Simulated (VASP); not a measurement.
# CaO (Pm-3m) in VASP: settings compared

Aim: see how the results for CaO move with the level of theory and the settings. Levels: PBE, r2SCAN, HSE06. Tasks: single point.

All numbers are computed with VASP 6.6.1; they aren't measurements. Logs are shortened: lines on timing, memory, paths and dates and some standing lists are left out, and cuts for length are marked.

**1. The cell of the first run**

The structure is cubic, space group Pm-3m (No. 221). The conventional cell has a = 3.003 Å, b = 3.003 Å, c = 3.003 Å, α = 90.00°, β = 90.00°, γ = 90.00°. Ca (site symmetry m-3m) has 8 O at 2.60 Å and 6 Ca at 3.00 Å within 3.4 Å. Within 3.4 Å of O (site symmetry m-3m) lie 8 Ca at 2.60 Å and 6 O at 3.00 Å.

**2. Single point, PBE (strain +3.4%)**

INCAR reads:

```
SYSTEM = CaO
PREC = Accurate
ENCUT = 520
EDIFF = 1E-6
ISMEAR = -1
SIGMA = 0.02
LREAL = .False.
LASPH = .True.
NELM = 60
ALGO = Normal
ISIF = 2
LWAVE = .False.
LCHARG = .False.
GGA = PE
NBANDS = 15
```

KPOINTS reads:

```
regular mesh
0
Gamma
  8 8 8
  0 0 0
```

POSCAR reads:

```
CaO
1.0
    3.0030793531      0.0000000000      0.0000000000
    0.0000000000      3.0030793531      0.0000000000
    0.0000000000      0.0000000000      3.0030793531
Ca O
1 1
Direct
    0.0000000000      0.0000000000      0.0000000000
    0.5000000000      0.5000000000      0.5000000000
```

Potentials or basis: VASP PAW PBE potentials, release 64 (Ca_sv, O).

Launch:

```console
cat potpaw_PBE.64/Ca_sv/POTCAR potpaw_PBE.64/O/POTCAR > POTCAR
mpirun -np 1 vasp_std > vasp.out
```

OUTCAR:

```text
SYSTEM = CaO
   PREC = Accurate
   ENCUT = 520
   EDIFF = 1E-6
   ISMEAR = -1
   LREAL = .False.
   LASPH = .True.
   NELM = 60
   ISIF = 2
   GGA = PE

 ion  position               nearest neighbor table
   1  0.000  0.000  0.000-
   2  0.500  0.500  0.500-

  LATTYP: Found a simple cubic cell.
 ALAT       =     3.0030793531

  Lattice vectors:

 A1 = (   3.0030793531,   0.0000000000,   0.0000000000)
 A2 = (   0.0000000000,   3.0030793531,   0.0000000000)
 A3 = (   0.0000000000,   0.0000000000,   3.0030793531)

Analysis of symmetry for initial positions (statically):
=====================================================================
 Subroutine PRICEL returns:
 Original cell was already a primitive cell.

 Routine SETGRP: Setting up the symmetry group for a
 simple cubic supercell.

 Subroutine GETGRP returns: Found 48 space group operations
 (whereof 48 operations were pure point group operations)
 out of a pool of 48 trial point group operations.

The static configuration has the point symmetry O_h .

Analysis of symmetry for dynamics (positions and initial velocities):
=====================================================================
 Subroutine PRICEL returns:
 Original cell was already a primitive cell.

 Routine SETGRP: Setting up the symmetry group for a
 simple cubic supercell.

 Subroutine GETGRP returns: Found 48 space group operations
 (whereof 48 operations were pure point group operations)
 out of a pool of 48 trial point group operations.

The dynamic configuration has the point symmetry O_h .

 Subroutine INISYM returns: Found 48 space group operations
 (whereof 48 operations are pure point group operations),
 and found     1 'primitive' translations

----------------------------------------------------------------------------------------

                                     Primitive cell

  volume of cell :      27.0832

  direct lattice vectors                    reciprocal lattice vectors
     3.003079353  0.000000000  0.000000000     0.332991534  0.000000000  0.000000000
     0.000000000  3.003079353  0.000000000     0.000000000  0.332991534  0.000000000
     0.000000000  0.000000000  3.003079353     0.000000000  0.000000000  0.332991534

  length of vectors
     3.003079353  3.003079353  3.003079353     0.332991534  0.332991534  0.332991534

  position of ions in fractional coordinates (direct lattice)
     0.000000000  0.000000000  0.000000000
     0.500000000  0.500000000  0.500000000

[... 79 lines left out ...]
   NSW    =      0    number of steps for IOM
   IBRION =     -1    ionic relax: 0-MD 1-quasi-New 2-CG
   NFREE  =      0    steps in history (QN), initial steepest desc. (CG)
   ISIF   =      2    stress and relaxation
   ISYM   =      2    0-nonsym 1-usesym 2-fastsym
   POTIM  = 0.5000    time-step for ionic-motion
   TEBEG  =    0.0;   TEEND  =   0.0 temperature during run
   PSTRESS=    0.0 pullay stress
   NELECT =      16.0000    total number of electrons
   NUPDOWN=      -1.0000    fix difference up-down
   EMIN   =  10.00;   EMAX   =-10.00  energy-range for DOS
   EFERMI =   0.00;   METHOD = LEGACY
   ISMEAR =    -1;   SIGMA  =   0.02  broadening in eV -4-tet -1-fermi 0-gaus
   EFERMI_NEDOS =   21; number of points for ismear=-14 and -15
   IALGO  =     38    algorithm
   IMIX   =      4    mixing-type and parameters
     AMIX     =   0.40;   BMIX     =  1.00
     AMIX_MAG =   1.60;   BMIX_MAG =  1.00
  volume/ion in A,a.u.               =      13.54        91.38
  Fermi-wavevector in a.u.,A,eV,Ry     =   1.373667  2.595854 25.673650  1.886960
  Thomas-Fermi vector in A             =   2.499163
   LORBIT       =      0    0 simple, 1 ext, 2 COOP (PROOUT), +10 PAW based schemes
   GGA     = PE    functional components
   LHFCALC =     F    Hartree Fock is set to
   AEXX    =    0.0000 exact exchange contribution
   IVDW    =     0    specifies the selected vdW correction
   LEPSILON=     F    determine dielectric tensor
   LRPA    =     F    only Hartree local field effects (RPA)
 non-spin polarized calculation
  energy-cutoff  :      520.00
  volume of cell :       27.08
 maximum number of plane-waves:       743
 NGX is ok and might be reduce to    24
   NGX = 11   NGY = 11   NGZ = 11

 number of electron      15.9999998 magnetization

 Free energy of the ion-electron system (eV)
  ---------------------------------------------------
  ext. energy  EPLUGINS =         0.00000000
  ---------------------------------------------------
  free energy    TOTEN  =       -11.79509690 eV

  energy without entropy =      -11.79509690  energy(sigma->0) =      -11.79509690

 E-fermi :   4.0289     XC(G=0): -10.7451

 val. band max:        3.5088293120   @ k =   0.5000   0.5000   0.0000
 cond. band min:       6.2835796682   @ k =   0.0000   0.0000   0.0000
 fundamental gap:      2.7747503562
 Fermi energy:         4.0289476223

 k-point     1 :       0.0000    0.0000    0.0000
  band No.  band energies     occupation
      1     -36.0544      2.00000
      2     -16.6305      2.00000
      3     -16.6305      2.00000
      4     -16.6305      2.00000
      5     -12.6477      2.00000
      6       3.1961      2.00000
      7       3.1961      2.00000
      8       3.1961      2.00000
      9       6.2836      0.00000
     10       6.2836      0.00000
     11       7.6472      0.00000
     12      11.3564      0.00000
     13      11.3564      0.00000
     14      11.3564      0.00000
[... 401 lines left out ...]
      2     -17.3783      2.00000
      3     -17.2166      2.00000
      4     -16.5902      2.00000
      5     -11.9491      2.00000
      6       1.1658      2.00000
      7       1.5001      2.00000
      8       2.8769      2.00000
      9       7.8410      0.00000
     10       8.6172      0.00000
     11       9.9877      0.00000
     12      10.1076      0.00000
     13      11.8400      0.00000
     14      15.7655      0.00000
     15      15.8985      0.00000

 [... further k-points ...]
[... 5 lines left out ...]
  --------------------------------------------------------------------------------------
  -------------------------------------------------------------------------------------
  Total       -1.0132225     -1.0132225     -1.0132225     -0.0000000     -0.0000000     -0.0000000
  in kB      -59.9397574    -59.9397574    -59.9397574     -0.0000000     -0.0000000     -0.0000000
  external PRESSURE =     -59.9397574 kB  Pullay stress =       0.0000000 kB

 VOLUME and BASIS-vectors are now :
 -----------------------------------------------------------------------------
  energy-cutoff  :      520.00
  volume of cell :       27.08
      direct lattice vectors                 reciprocal lattice vectors
     3.003079353  0.000000000  0.000000000     0.332991534  0.000000000  0.000000000
     0.000000000  3.003079353  0.000000000     0.000000000  0.332991534  0.000000000
     0.000000000  0.000000000  3.003079353     0.000000000  0.000000000  0.332991534

 POSITION                                       TOTAL-FORCE (eV/Angst)
 -----------------------------------------------------------------------------------
      0.00000      0.00000      0.00000         0.000000      0.000000      0.000000
      1.50154      1.50154      1.50154         0.000000      0.000000      0.000000
 -----------------------------------------------------------------------------------
    total drift:                                0.000000      0.000000     -0.000000

  FREE ENERGIE OF THE ION-ELECTRON SYSTEM (eV)
  ---------------------------------------------------
  free  energy   TOTEN  =       -11.7950968971 eV

  energy  without entropy=      -11.7950968971  energy(sigma->0) =      -11.79509690
```

OSZICAR:

```text
N       E                     dE             d eps       ncg     rms          rms(c)
DAV:   1     0.122851570689E+03    0.12285E+03   -0.83774E+03  1050   0.110E+03
DAV:   2    -0.849423195618E+01   -0.13135E+03   -0.12253E+03  1296   0.290E+02
DAV:   3    -0.132596064785E+02   -0.47654E+01   -0.47383E+01  1219   0.569E+01
DAV:   4    -0.133721228023E+02   -0.11252E+00   -0.11246E+00  1532   0.782E+00
DAV:   5    -0.133733306988E+02   -0.12079E-02   -0.12079E-02  1192   0.742E-01    0.819E+00
DAV:   6    -0.118997480400E+02    0.14736E+01   -0.38258E+00  1169   0.196E+01    0.354E+00
DAV:   7    -0.118160110494E+02    0.83737E-01   -0.35015E-01  1162   0.596E+00    0.174E+00
DAV:   8    -0.117959450868E+02    0.20066E-01   -0.93703E-02  1337   0.312E+00    0.424E-01
DAV:   9    -0.117946578090E+02    0.12873E-02   -0.61837E-03  1183   0.767E-01    0.103E-01
DAV:  10    -0.117951365399E+02   -0.47873E-03   -0.90126E-04  1211   0.324E-01    0.597E-02
DAV:  11    -0.117950926180E+02    0.43922E-04   -0.95455E-05  1283   0.130E-01    0.112E-02
DAV:  12    -0.117950967944E+02   -0.41764E-05   -0.12732E-05  1270   0.338E-02    0.458E-03
DAV:  13    -0.117950968971E+02   -0.10272E-06   -0.84283E-07   890   0.901E-03
   1 F= -.11795097E+02 E0= -.11795097E+02  d E =-.326202E-13
```

stdout:

```text
POSCAR found type information on POSCAR CaO
 POSCAR found :  2 types and       2 ions
 scaLAPACK will be used
 LDA part: xc-table for (Slater+PW92), standard interpolation
 POSCAR, INCAR and KPOINTS ok, starting setup
 FFT: planning ... GRIDC
 FFT: planning ... GRID_SOFT
 FFT: planning ... GRID
 WAVECAR not read
 entering main loop
```

Run time: 19 s. Hardware: 1 thread of AMD EPYC 7R43 (Zen 3), shared host; peak memory 0.11 GiB.

Results:

| Property | Result |
| --- | --- |
| Free energy | -11.7951 eV |
| Pressure | -6.0 GPa |
| Band gap on the k mesh | 2.77 eV, indirect (least direct gap 3.09 eV) |

Caveat: the cell differs from its parent crystal (strain +3.4%). A k mesh can miss the band edges.

**3. Single point, r2SCAN (strain +3.4%)**

POSCAR is that of step 2.

INCAR.step1 reads:

```
  ALGO = Normal
  EDIFF = 1E-4
  ENCUT = 520
  GGA = PE
  ISMEAR = 0
  LASPH = True
  LCHARG = False
  LREAL = False
  LWAVE = True
  NBANDS = 15
  NELM = 60
  PREC = Accurate
  SIGMA = 0.01
```

INCAR.step2 reads:

```
  ALGO = Normal
  EDIFF = 1E-6
  ENCUT = 520
  ISIF = 2
  ISMEAR = 0
  ISTART = 1
  LASPH = True
  LCHARG = False
  LMIXTAU = True
  LREAL = False
  LWAVE = False
  METAGGA = R2SCAN
  NBANDS = 15
  NELM = 60
  PREC = Accurate
  SIGMA = 0.01
```

KPOINTS reads:

```
k-points
0
Gamma
  8 8 8
```

Potentials or basis: VASP PAW PBE potentials, release 64 (Ca_sv, O).

Launch:

```console
cat potpaw_PBE.64/Ca_sv/POTCAR potpaw_PBE.64/O/POTCAR > POTCAR
cp INCAR.step1 INCAR
mpirun -np 1 vasp_std > vasp.out
cp INCAR.step2 INCAR
mpirun -np 1 vasp_std > vasp.out
```

It took 86 s on 1 thread of AMD EPYC 7R43 (Zen 3), shared host; peak memory 0.11 GiB.

Results (log left out):

```yaml
Free_energy: -18.4343 eV
Pressure: -9.3 GPa
Band_gap_on_the_k_mesh: 3.28 eV, indirect (least direct gap 3.60 eV)
```

Levels at points of the mesh, in eV from the valence-band top:
| k point | band 4 | band 5 | band 6 | band 7 | band 8 | band 9 | band 10 | band 11 | band 12 | band 13 |
| --- | --- | --- | --- | --- | --- | --- | --- | --- | --- | --- |
| (0.00, 0.00, 0.00) | -20.81 | -17.12 | -0.31 | -0.31 | -0.31 | 3.28 | 3.28 | 4.96 | 8.46 | 8.46 |
| (0.50, 0.00, 0.00) | -20.72 | -16.22 | -3.50 | -0.69 | -0.69 | 4.16 | 7.19 | 8.17 | 8.17 | 8.72 |
| (0.50, 0.50, 0.00) | -20.65 | -16.52 | -2.05 | -2.05 | 0.00 | 4.24 | 5.00 | 6.81 | 6.81 | 9.68 |
| (0.50, 0.50, 0.50) | -21.37 | -16.11 | -3.04 | -3.04 | -3.04 | 7.94 | 7.94 | 7.94 | 9.79 | 9.79 |

Caveat: the cell differs from its parent crystal (strain +3.4%); the PAW data sets were made with another functional, which shifts forces and pressure a little.

**4. Single point, HSE06 (strain +3.4%)**

POSCAR is that of step 3.

INCAR.step1 reads:

```
SYSTEM = CaO
PREC = Accurate
ENCUT = 520
EDIFF = 1E-5
ISMEAR = 0
SIGMA = 0.01
LREAL = .False.
LASPH = .True.
NELM = 80
ALGO = Normal
ISIF = 2
LWAVE = .True.
LCHARG = .False.
GGA = PE
NBANDS = 15
```

INCAR.step2 reads:

```
SYSTEM = CaO
PREC = Accurate
ENCUT = 520
EDIFF = 1E-6
ISMEAR = 0
SIGMA = 0.01
LREAL = .False.
LASPH = .True.
NELM = 80
ALGO = Normal
ISIF = 2
LWAVE = .False.
LCHARG = .False.
GGA = PE
LHFCALC = .True.
HFSCREEN = 0.2079
PRECFOCK = Normal
ISTART = 1
NBANDS = 15
```

KPOINTS reads:

```
regular mesh
0
Gamma
  6 6 6
  0 0 0
```

Launch:

```console
cat potpaw_PBE.64/Ca_sv/POTCAR potpaw_PBE.64/O/POTCAR > POTCAR
cp INCAR.step1 INCAR
mpirun -np 1 vasp_std > vasp.out
cp INCAR.step2 INCAR
mpirun -np 1 vasp_std > vasp.out
```

Run time: 17 min. Hardware: 1 thread of Intel Xeon Platinum 8488C (Sapphire Rapids), shared host; peak memory 0.26 GiB.

It converged, with:

```
Free energy            : -13.8121 eV
Pressure               : -8.9 GPa
Band gap on the k mesh : 4.45 eV, indirect (least direct gap 4.81 eV)
```

Levels at points of the mesh, in eV from the valence-band top:
| k point | band 4 | band 5 | band 6 | band 7 | band 8 | band 9 | band 10 | band 11 | band 12 | band 13 |
| --- | --- | --- | --- | --- | --- | --- | --- | --- | --- | --- |
| (0.00, 0.00, 0.00) | -21.39 | -17.74 | -0.35 | -0.35 | -0.35 | 4.45 | 4.45 | 5.57 | 10.04 | 10.04 |
| (0.50, 0.00, 0.00) | -21.29 | -16.73 | -3.81 | -0.72 | -0.72 | 5.48 | 8.54 | 9.67 | 9.67 | 10.35 |
| (0.50, 0.50, 0.00) | -21.22 | -17.08 | -2.24 | -2.24 | 0.00 | 5.34 | 6.16 | 8.19 | 8.19 | 11.45 |
| (0.50, 0.50, 0.50) | -21.97 | -16.63 | -3.23 | -3.23 | -3.23 | 9.38 | 9.38 | 9.38 | 11.58 | 11.58 |

Caveat: the cell differs from its parent crystal (strain +3.4%); the PAW data sets were made with another functional, which shifts forces and pressure a little. A k mesh can miss the band edges.

**5. Overview**

```tsv
level	k mesh	smearing	grid for exact exchange (PRECFOCK)	screening parameter	gap on the mesh (eV)	pressure (GPa)
PBE	8 × 8 × 8	fermi-dirac 0.02 eV	-	-	2.77	-6.0
r2SCAN	8 × 8 × 8	gaussian 0.01 eV	-	-	3.28	-9.3
HSE06	6 × 6 × 6	gaussian 0.01 eV	Normal	0.2079 1/Å	4.45	-8.9
```

Alike in all rows: task single point; potentials or basis VASP PAW PBE potentials, release 64 (Ca_sv, O); no spin polarisation; cell as given; cutoff (eV) 520.

Caveats: the PAW data sets were made with another functional, which shifts forces and pressure a little (some runs).

Total energies depend on the potentials used, so only differences within one code and one set of settings carry meaning.
